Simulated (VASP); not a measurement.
TiBr, 2 atoms in the cell. The structure is cubic, space group F-43m (No. 216). Conventional cell: a = 5.823 Å, b = 5.823 Å, c = 5.823 Å, α = 90.00°, β = 90.00°, γ = 90.00°. Within 3.3 Å of Ti (site symmetry -43m) lie 4 Br at 2.52 Å. Br (site symmetry -43m) has 4 Ti at 2.52 Å within 3.3 Å. 

* Program: VASP 6.6.1
* Task: single point
* Functional: PBE
* Potentials or basis: VASP PAW PBE potentials, release 64 (Ti_sv, Br)
* Cutoff: 520 eV
* k mesh: 6 × 6 × 6
* Occupations: gaussian, width 0.1 eV
* Spin: collinear spin
* Starting moments: [1.0, 0.0] μB
* Dipole correction: no
* Further INCAR settings: ALGO = Normal; EDIFF = 1e-06; NBANDS = 20

Potentials or basis: VASP PAW PBE potentials, release 64 (Ti_sv, Br).

Command:

```sh
$ cat potpaw_PBE.64/Ti_sv/POTCAR potpaw_PBE.64/Br/POTCAR > POTCAR
$ mpirun -np 1 vasp_std > vasp.out
```

Hardware: 1 thread of Intel(R) Xeon(R) 6975P-C (Granite Rapids), with other jobs on the host.

Task: How long does it take, and how much memory?

Result: It took 23 s on 1 thread of Intel(R) Xeon(R) 6975P-C (Granite Rapids) (shared host), peak memory 0.2 GiB. Counts: scf iterations 16, k points 16.
